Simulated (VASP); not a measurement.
A run of VASP 6.6.1 is set up as follows.

File POSCAR:

```
CaSe
1.0
    0.0000000000      2.9675351127      2.9675351127
    2.9081844104      0.0000000000      2.9675351127
    2.9081844104      2.9675351127      0.0000000000
Ca Se
1 1
Direct
    0.0000000000      0.0000000000      0.0000000000
    0.5000000000      0.5000000000      0.5000000000
```

Contents of INCAR.step1:

```
  PREC = Accurate
  ENCUT = 520
  ISMEAR = 0
  SIGMA = 0.01
  LREAL = F
  LASPH = T
  NELM = 100
  NBANDS = 15
  GGA = PE
  ALGO = Normal
  EDIFF = 1E-4
  LWAVE = T
  LCHARG = F
```

File INCAR.step2:

```
  PREC = Accurate
  ENCUT = 520
  EDIFF = 1E-6
  ISMEAR = 0
  SIGMA = 0.01
  LREAL = F
  LASPH = T
  NELM = 100
  ALGO = Normal
  ISIF = 2
  LWAVE = F
  LCHARG = T
  METAGGA = R2SCAN
  LMIXTAU = T
  LELF = T
  LVHAR = T
  NBANDS = 15
  ISTART = 1
```

KPOINTS

```
Automatic mesh
0
Gamma
  8 8 8
```

Potentials or basis: VASP PAW PBE potentials, release 64 (Ca_sv, Se).

Run with:

```console
$ cat potpaw_PBE.64/Ca_sv/POTCAR potpaw_PBE.64/Se/POTCAR > POTCAR
$ cp INCAR.step1 INCAR
$ mpirun -np 1 vasp_std > vasp.out
$ cp INCAR.step2 INCAR
$ mpirun -np 1 vasp_std > vasp.out
```

Question: Estimate the band gap on the k mesh.

Answer: 2.45 eV (least direct gap 3.39 eV).

Question: Predict the pressure.

Answer: 1.4 GPa.

Stress tensor (GPa, compression positive):
```
2.95 0.00 0.00
0.00 0.66 0.00
0.00 0.00 0.66
```

Caveat: the cell differs from its parent crystal (uniaxial x strain -2.0%); the PAW data sets were made with another functional, which shifts forces and pressure a little. A k mesh can miss the band edges.
